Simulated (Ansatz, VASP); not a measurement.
**Ni: VASP beside Ansatz**

The input POSCAR:

```
Ni
1.0
    2.4256962701      0.0000000000      0.0000000000
   -1.2128481351      2.1007145918      0.0000000000
    0.0000000000      0.0000000000      7.9253133165
Ni
4
Direct
    0.0000000000      0.0000000000      0.0000000000
    0.3333333333      0.6666666667      0.2500000000
    0.0000000000      0.0000000000      0.5000000000
    0.6666666667      0.3333333333      0.7500000000
```

INCAR.step1

```
  PREC = Accurate
  ENCUT = 520
  ISMEAR = 0
  SIGMA = 0.1
  LREAL = False
  LASPH = True
  NELM = 150
  ISPIN = 2
  MAGMOM = 2 2 2 2
  LMAXMIX = 4
  NBANDS = 32
  GGA = PE
  ALGO = Normal
  EDIFF = 1E-4
  LWAVE = True
  LCHARG = False
```

The input INCAR.step2:

```
  PREC = Accurate
  ENCUT = 520
  EDIFF = 1E-7
  ISMEAR = 0
  SIGMA = 0.1
  LREAL = False
  LASPH = True
  NELM = 150
  ALGO = Normal
  ISIF = 2
  LWAVE = False
  LCHARG = False
  ISPIN = 2
  MAGMOM = 2 2 2 2
  LORBIT = 11
  LMAXMIX = 4
  METAGGA = R2SCAN
  LMIXTAU = True
  NBANDS = 32
  ISTART = 1
```

KPOINTS

```
regular mesh
0
Gamma
  12 12 2
```

Input for Ansatz:

```yaml
crystal:
  lattice:
    - [2.4256962701, 0.0, 0.0]
    - [-1.2128481351, 2.1007145918, 0.0]
    - [0.0, 0.0, 7.9253133165]
  atoms:
    - { symbol: Ni, position: [0.0, 0.0, 0.0], spin: 2.0 }
    - { symbol: Ni, position: [0.3333333333, 0.6666666667, 0.25], spin: 2.0 }
    - { symbol: Ni, position: [0.0, 0.0, 0.5], spin: 2.0 }
    - { symbol: Ni, position: [0.6666666667, 0.3333333333, 0.75], spin: 2.0 }
basis:
  ecutwfc: 500
kpoints:
  mp_grid: { grid: [12, 12, 2] }
hamiltonian:
  xc: r2scan
scf:
  occupations: { method: gaussian, width: 0.1 }
  lower_state_search: "off"
output:
  forces: true
  stress: true
  eigenvalues: true
  populations: true
magnetization:
  spin_polarized: true
```

Alike in both runs: task single point; functional r2SCAN; k mesh 12 × 12 × 2; occupations gaussian, width 0.1 eV; collinear spin.

|  | VASP | Ansatz |
| --- | --- | --- |
| version | VASP 6.6.1 | Ansatz 0.2.0 |
| potentials or method | VASP PAW PBE potentials, release 64 (Ni), cutoff 520 eV | scalar-relativistic, plane waves, PAW |
| valence electrons in the cell | 40 | 72 |

```csv
,VASP,Ansatz,Ansatz less VASP
gap on the k mesh at the Fermi level (eV),none,none,-
pressure (GPa),10.7,10.4,-0.35
"traceless stress, the component that is largest in VASP (GPa)",0.70,0.79,+0.091
net moment per atom (μB),0.72,0.73,+0.008
size of the moment on the site where the two differ most (μB),0.72,0.78,+0.059
```

VASP's potentials were made for PBE, not for r2SCAN. Site moments also hang on the region over which each program counts them. A gap of «none» marks a metal or a gap that the smearing closes. The functional is the same, so the differences come from potentials, cutoffs and numerics. VASP's potentials hold 40 valence electrons a cell and Ansatz's 72, so a difference there can come from the potentials and not from the codes. Ansatz's warnings: stability check not made.

The k mesh is coarse, so the values compare programs but aren't converged.
